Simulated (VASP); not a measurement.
InP:

```xyz
2
Lattice="0.0000 2.9800 2.9800 2.9800 0.0000 2.9800 2.9800 2.9800 0.0000" Properties=species:S:1:pos:R:3 pbc="T T T"
In    0.0000    0.0000    0.0000
P     1.4900    1.4900    1.4900
```

* Program: VASP 6.6.1
* Task: relaxation of cell and atoms
* Functional: PBEsol
* Potentials or basis: VASP PAW PBE potentials, release 64 (In_d, P)
* Cutoff: 600 eV
* k mesh: 6 × 6 × 6
* Occupations: fermi-dirac, width 0.02 eV
* Spin: no spin polarisation

At the start: pressure -2.5 GPa; volume 26.46 Å³/atom.

Q: Where does the relaxation end?

A: Over 3 steps the energy falls by 8.7 meV/atom and the volume is 25.40 Å³/atom (-4.0 %); space group F-43m (No. 216, to 0.1 Å) before and after.

The path:
| step | energy change (eV) | largest force (eV/Å) | pressure (GPa) | volume (Å³) |
| --- | --- | --- | --- | --- |
| 1 | 0.0000 | 0.0000 | -2.51 | 52.93 |
| 2 | -0.0133 | 0.0000 | 1.38 | 49.82 |
| 3 | -0.0173 | 0.0000 | 0.02 | 50.80 |

Final structure:
```yaml
crystal:
  lattice:
    - [0.00000, 2.93947, 2.93947]
    - [2.93947, 0.00000, 2.93947]
    - [2.93947, 2.93947, 0.00000]
  atoms:
    - { symbol: In, position: [0.00000, 0.00000, 0.00000] }
    - { symbol: P, position: [0.25000, 0.25000, 0.25000] }
```

Caveat: the PAW data sets were made with another functional, which shifts forces and pressure a little.
